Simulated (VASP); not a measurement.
Crystal: WC.

```
W C
1.0
     1.64035   -2.11804    0.00000
     1.64035    2.11804    0.00000
     0.00000    0.00000    4.30942
W C
1 1
Direct
  0.50000 0.50000 0.50000
  0.00000 0.00000 0.00000
```

* Program: VASP 6.6.1
* Task: relaxation of cell and atoms
* Functional: RPBE
* Dispersion: D4
* Potentials or basis: VASP PAW PBE potentials, release 64 (W_sv, C)
* Cutoff: 600 eV
* k mesh: 10 × 10 × 6
* Occupations: fermi-dirac, width 0.05 eV
* Spin: no spin polarisation

At the start: pressure -34.7 GPa; volume 14.97 Å³/atom.

Question: How do energy, volume and symmetry change on relaxing?

Answer: Over 19 steps the energy falls by 1988.8 meV/atom and the volume is 11.29 Å³/atom (-24.6 %); space group Cmmm (No. 65, to 0.05 Å).

Step by step:
```csv
step,energy change (eV),largest force (eV/Å),pressure (GPa),volume (Å³)
1,0.0000,0.0000,-34.69,29.94
2,-2.0647,0.0000,106.29,17.61
3,-2.5373,0.0000,27.49,20.22
4,-2.7338,0.0000,110.56,18.10
5,-3.3040,0.0000,56.62,19.13
6,-3.8398,0.0000,-19.44,23.62
7,-3.9235,0.0000,-4.22,22.22
8,-3.9596,0.0000,1.24,22.16
9,-3.9618,0.0000,2.89,22.15
10,-3.9578,0.0000,6.52,22.11
11,-3.9623,0.0000,3.64,22.14
12,-3.9749,0.0000,0.59,22.53
13,-3.9756,0.0000,-0.16,22.63
14,-3.9756,0.0000,-0.28,22.65
15,-3.9774,0.0000,-0.21,22.61
16,-3.9776,0.0000,-0.16,22.59
17,-3.9776,0.0000,-0.16,22.59
18,-3.9776,0.0000,0.22,22.56
19,-3.9776,0.0000,0.04,22.58
```

Final structure:
```
W C
1.0
     1.47271   -2.54698    0.00000
     1.47271    2.54698    0.00000
     0.00000    0.00000    3.00925
W C
1 1
Cartesian
  1.4727 0.0000 1.5046
  0.0000 0.0000 0.0000
```

Caveat: the volume moved by over 15 % at a fixed basis, so the end points are rough; the PAW data sets were made with another functional, which shifts forces and pressure a little; pairwise dispersion overbinds metals, which lowers pressure and volume.
